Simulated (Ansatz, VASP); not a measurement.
# One calculation of In, two programs

INCAR

```
PREC = Accurate ; ENCUT = 520
EDIFF = 1E-7 ; ISMEAR = 0
SIGMA = 0.024 ; LREAL = F
LASPH = T ; NELM = 80
ALGO = Normal ; ISIF = 2
LWAVE = F ; LCHARG = F
GGA = PE ; NBANDS = 12
```

File KPOINTS:

```
regular mesh
0
Gamma
  11 11 11
```

POSCAR

```
In
1.0
   -1.6254700000      1.6254700000      2.4737000000
    1.6254700000     -1.6254700000      2.4737000000
    1.6254700000      1.6254700000     -2.4737000000
In
1
Direct
    0.0000000000      0.0000000000      0.0000000000
```

input.yaml

```yaml
crystal:
  lattice:
    - [-1.62547, 1.62547, 2.4737]
    - [1.62547, -1.62547, 2.4737]
    - [1.62547, 1.62547, -2.4737]
  atoms:
    - { symbol: In, position: [0.0, 0.0, 0.0] }
hamiltonian:
  xc: pbe
  pseudopotentials: { kind: paw }
kpoints:
  mp_grid: { grid: [11, 11, 11] }
scf:
  occupations: { method: gaussian, width: 0.024 }
output:
  forces: true
  stress: true
  eigenvalues: true
```

Alike in both runs: task single point; functional PBE; k mesh 11 × 11 × 11; occupations gaussian, width 0.024 eV; no spin polarisation.

```csv
,VASP,Ansatz
version,VASP 6.6.1,Ansatz 0.2.0
potentials or method,"VASP PAW PBE potentials, release 64 (In_d)",Ansatz PAW
plane-wave cutoff (eV),520,420
valence electrons in the cell,13,13
```

```tsv
	VASP	Ansatz	Ansatz less VASP
gap on the k mesh at the Fermi level (eV)	none	none	-
pressure (GPa)	2.0	2.0	+0.04
traceless stress, the component that is largest in VASP (GPa)	-0.42	-0.42	+0.001
```

A gap of «none» marks a metal or a gap that the smearing closes.
